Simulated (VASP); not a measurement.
Here is a VASP 6.6.1 calculation.

File INCAR:

```
ALGO = Normal
EDIFF = 1E-6
EDIFFG = -0.005
ENCUT = 600
GGA = PE
IBRION = 2
ISIF = 3
ISMEAR = -1
LASPH = T
LCHARG = F
LREAL = F
LWAVE = F
NELM = 100
NSW = 32
PREC = Accurate
PSTRESS = 28.0
SIGMA = 0.05
```

Contents of KPOINTS:

```
k-points
0
Gamma
  12 12 12
```

File POSCAR:

```
Ba
1.0
   -2.3216264560      2.3216264560      2.3216264560
    2.3216264560     -2.3216264560      2.3216264560
    2.3216264560      2.3216264560     -2.3216264560
Ba
1
Direct
    0.0000000000      0.0000000000      0.0000000000
```

Potentials or basis: VASP PAW PBE potentials, release 64 (Ba_sv).

Launch:

```bash
$ cat potpaw_PBE.64/Ba_sv/POTCAR > POTCAR
$ mpirun -np 1 vasp_std > vasp.out
```

Problem. What does it give for the relaxed volume?

Solution. 50.56 Å³/atom.

Problem. What does it give for the relaxed cell?

Solution. a = 4.035 Å, b = 4.035 Å, c = 4.035 Å, α = 109.47°, β = 109.47°, γ = 109.47°.

Problem. Estimate the band gap on the k mesh.

Solution. Zero (band 5 reaches 3.22 eV, above the bottom of band 6 at 1.54 eV).

Final structure:
```
Ba
1.0
    -2.32941    2.32941    2.32941
     2.32941   -2.32941    2.32941
     2.32941    2.32941   -2.32941
Ba
1
Direct
  0.00000 0.00000 0.00000
```

Caveat: the cell is relaxed towards a set pressure, so the enthalpy falls and the energy may rise; spin-orbit coupling is left out, which moves the levels of the heavy elements.
